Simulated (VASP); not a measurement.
# GaSe (P6_3/mmc) in VASP: single point with PBEsol

Aim: the single point of GaSe with PBEsol.

Program: VASP 6.6.1. These are calculated values, not measurements. Logs are shortened: lines on timing, memory, paths and dates and some standing lists are left out, and cuts for length are marked.

### 1 The cell of the first run

It takes space group P6_3/mmc (No. 194, hexagonal). Conventional cell: a = 3.742 Å, b = 3.742 Å, c = 15.919 Å, α = 90.00°, β = 90.00°, γ = 120.00°. Ga (site symmetry 3m) has 1 Ga at 2.32 Å and 3 Se at 2.48 Å within 3.1 Å. Within 3.3 Å of Se (site symmetry 3m) lie 3 Ga at 2.48 Å.

### 2 Single point, PBEsol

The input, POSCAR:

```
GaSe
1.0
    3.7420000000      0.0000000000      0.0000000000
   -1.8710000000      3.2406670000      0.0000000000
    0.0000000000      0.0000000000     15.9190000000
Ga Se
4 4
Direct
    0.3333333333      0.6666666667      0.1770000000
    0.6666666667      0.3333333333      0.6770000000
    0.3333333333      0.6666666667      0.3230000000
    0.6666666667      0.3333333333      0.8230000000
    0.3333333333      0.6666666667      0.6000000000
    0.6666666667      0.3333333333      0.1000000000
    0.3333333333      0.6666666667      0.9000000000
    0.6666666667      0.3333333333      0.4000000000
```

The input, INCAR.step1:

```
PREC = Accurate
ENCUT = 400
EDIFF = 1E-6
ISMEAR = 0
SIGMA = 0.01
LREAL = False
LASPH = True
NELM = 120
ALGO = Normal
ISIF = 2
LWAVE = False
LCHARG = True
GGA = PS
NBANDS = 48
GGA_COMPAT = False
NEDOS = 2001
LORBIT = 11
```

The input, KPOINTS.step1:

```
Automatic mesh
0
Gamma
  6 6 1
```

The input, INCAR.step2:

```
PREC = Accurate
ENCUT = 400
EDIFF = 1E-6
ISMEAR = -5
SIGMA = 0.01
LREAL = False
LASPH = True
NELM = 120
ALGO = Normal
ISIF = 2
LWAVE = False
LCHARG = False
GGA = PS
LORBIT = 10
NEDOS = 1001
ICHARG = 11
GGA_COMPAT = False
```

The input, KPOINTS.step2:

```
Automatic mesh
0
Gamma
  9 9 1
```

Potentials or basis: VASP PAW PBE potentials, release 64 (Ga_d, Se).

Command:

```bash
$ cat potpaw_PBE.64/Ga_d/POTCAR potpaw_PBE.64/Se/POTCAR > POTCAR
$ cp INCAR.step1 INCAR
$ cp KPOINTS.step1 KPOINTS
$ mpirun -np 1 vasp_std > vasp.out
$ cp INCAR.step2 INCAR
$ cp KPOINTS.step2 KPOINTS
$ mpirun -np 1 vasp_std > vasp.out
```

OUTCAR:

```text
PREC = Accurate
   ENCUT = 400
   EDIFF = 1E-6
   ISMEAR = -5
   LREAL = False
   LASPH = True
   NELM = 120
   ISIF = 2
   GGA = PS
   LORBIT = 10
   ICHARG = 11

 ion  position               nearest neighbor table
   1  0.333  0.667  0.177-   3 2.32   6 2.48   6 2.48   6 2.48
   2  0.667  0.333  0.677-   4 2.32   5 2.48   5 2.48   5 2.48
   3  0.333  0.667  0.323-   1 2.32   8 2.48   8 2.48   8 2.48
   4  0.667  0.333  0.823-   2 2.32   7 2.48   7 2.48   7 2.48
   5  0.333  0.667  0.600-   2 2.48   2 2.48   2 2.48
   6  0.667  0.333  0.100-   1 2.48   1 2.48   1 2.48
   7  0.333  0.667  0.900-   4 2.48   4 2.48   4 2.48
   8  0.667  0.333  0.400-   3 2.48   3 2.48   3 2.48

  LATTYP: Found a hexagonal cell.
 ALAT       =     3.7420000000
 C/A-ratio  =     4.2541421700

  Lattice vectors:

 A1 = (   3.7420000000,   0.0000000000,   0.0000000000)
 A2 = (  -1.8710000000,   3.2406670000,   0.0000000000)
 A3 = (   0.0000000000,   0.0000000000,  15.9190000000)

Analysis of symmetry for initial positions (statically):
=====================================================================
 Subroutine PRICEL returns:
 Original cell was already a primitive cell.

 Routine SETGRP: Setting up the symmetry group for a
 hexagonal supercell.

 Subroutine GETGRP returns: Found 24 space group operations
 (whereof 12 operations were pure point group operations)
 out of a pool of 24 trial point group operations.

The static configuration has the point symmetry D_3d.
 The point group associated with its full space group is D_6h.

Analysis of symmetry for dynamics (positions and initial velocities):
=====================================================================
 Subroutine PRICEL returns:
 Original cell was already a primitive cell.

 Routine SETGRP: Setting up the symmetry group for a
 hexagonal supercell.

 Subroutine GETGRP returns: Found 24 space group operations
 (whereof 12 operations were pure point group operations)
 out of a pool of 24 trial point group operations.

The dynamic configuration has the point symmetry D_3d.
 The point group associated with its full space group is D_6h.

 Subroutine INISYM returns: Found 24 space group operations
 (whereof 12 operations are pure point group operations),
 and found     1 'primitive' translations

----------------------------------------------------------------------------------------

[... 109 lines left out ...]
   EFERMI_NEDOS =   21; number of points for ismear=-14 and -15
   IALGO  =     38    algorithm
   IMIX   =      4    mixing-type and parameters
     AMIX     =   0.40;   BMIX     =  1.00
     AMIX_MAG =   1.60;   BMIX_MAG =  1.00
  volume/ion in A,a.u.               =      24.13       162.84
  Fermi-wavevector in a.u.,A,eV,Ry     =   1.199853  2.267393 19.587589  1.439647
  Thomas-Fermi vector in A             =   2.335705
   LORBIT       =     10    0 simple, 1 ext, 2 COOP (PROOUT), +10 PAW based schemes
   GGA     = PS    functional components
   LHFCALC =     F    Hartree Fock is set to
   AEXX    =    0.0000 exact exchange contribution
   IVDW    =     0    specifies the selected vdW correction
   LEPSILON=     F    determine dielectric tensor
   LRPA    =     F    only Hartree local field effects (RPA)
 non-spin polarized calculation
 Fermi weights with tetrahedron method with Bloechl corrections
  energy-cutoff  :      400.00
  volume of cell :      193.04
 maximum number of plane-waves:      3530

 number of electron      76.0000087 magnetization

 Free energy of the ion-electron system (eV)
  ---------------------------------------------------
  ext. energy  EPLUGINS =         0.00000000
  ---------------------------------------------------
  free energy    TOTEN  =       -33.09721255 eV

  energy without entropy =      -33.09721255  energy(sigma->0) =      -33.09721255

 E-fermi :   3.3059     XC(G=0):  -9.5174

 val. band max:        3.2984618732   @ k =   0.0000   0.0000   0.0000
 cond. band min:       4.4006173461   @ k =   0.0000   0.0000   0.0000
 fundamental gap:      1.1021554730
 Fermi energy:         3.3058713997

 k-point     1 :       0.0000    0.0000    0.0000
  band No.  band energies     occupation
      1     -11.8699      2.00000
      2     -11.8697      2.00000
      3     -11.6837      2.00000
      4     -11.6837      2.00000
      5     -11.6835      2.00000
      6     -11.6835      2.00000
[... 565 lines left out ...]
     44       6.9383      0.00000
     45       7.3127      0.00000

------------------------ aborting loop because EDIFF is reached ----------------------------------------

  FORCE on cell =-STRESS in cart. coord.  units (eV):
  Direction    XX          YY          ZZ          XY          YZ          ZX
  --------------------------------------------------------------------------------------
  -------------------------------------------------------------------------------------
  Total       -1.2998300     -1.2998300      2.3324786      0.0000000      0.0000000      0.0000000
  in kB      -10.7880557    -10.7880553     19.3586148      0.0000000      0.0000000      0.0000000
  external PRESSURE =      -0.7391654 kB  Pullay stress =       0.0000000 kB

 VOLUME and BASIS-vectors are now :
 -----------------------------------------------------------------------------
  energy-cutoff  :      400.00
  volume of cell :      193.04
      direct lattice vectors                 reciprocal lattice vectors
     3.742000000  0.000000000  0.000000000     0.267236772  0.154289225  0.000000000
    -1.871000000  3.240667000  0.000000000     0.000000000  0.308578450  0.000000000
     0.000000000  0.000000000 15.919000000     0.000000000  0.000000000  0.062818016

 POSITION                                       TOTAL-FORCE (eV/Angst)
 -----------------------------------------------------------------------------------
     -0.00000      2.16044      2.81766         0.000000      0.000000     -1.202089
      1.87100      1.08022     10.77716        -0.000000      0.000000     -1.202089
     -0.00000      2.16044      5.14184         0.000000     -0.000000      1.202089
      1.87100      1.08022     13.10134        -0.000000     -0.000000      1.202089
     -0.00000      2.16044      9.55140         0.000000      0.000000      0.415203
      1.87100      1.08022      1.59190         0.000000     -0.000000      0.415203
     -0.00000      2.16044     14.32710         0.000000      0.000000     -0.415203
      1.87100      1.08022      6.36760         0.000000     -0.000000     -0.415203
 -----------------------------------------------------------------------------------
    total drift:                                0.000000     -0.000000      0.000000

  FREE ENERGIE OF THE ION-ELECTRON SYSTEM (eV)
  ---------------------------------------------------
  free  energy   TOTEN  =       -33.0972125477 eV

  energy  without entropy=      -33.0972125477  energy(sigma->0) =      -33.09721255

 total charge

# of ion       s       p       d       tot
------------------------------------------
    1        0.903   0.767   9.994  11.664
    2        0.903   0.767   9.994  11.664
    3        0.903   0.767   9.994  11.664
    4        0.903   0.767   9.994  11.664
    5        1.473   2.330   0.030   3.833
    6        1.473   2.330   0.030   3.833
    7        1.473   2.330   0.030   3.833
    8        1.473   2.330   0.030   3.833
--------------------------------------------------
tot          9.506  12.386  40.097  61.988
```

Run time: 1.9 min. Hardware: 1 thread of AMD EPYC 7R43 (Zen 3), shared host; peak memory 0.21 GiB.

Results:

* Valence electrons inside the program's atomic spheres: Ga 11.66; Se 3.83

Levels at points of the mesh, in eV from the valence-band top:
```csv
k point,band 36,band 37,band 38,band 39,band 40,band 41
"(0.00, 0.00, 0.00)",-0.91,-0.91,0.00,1.10,2.15,2.39
```

Caveat: the PAW data sets were made with another functional, which shifts forces and pressure a little; this functional lacks dispersion, which binds layers or chains, so the pressure and a relaxed spacing across them are unreliable.
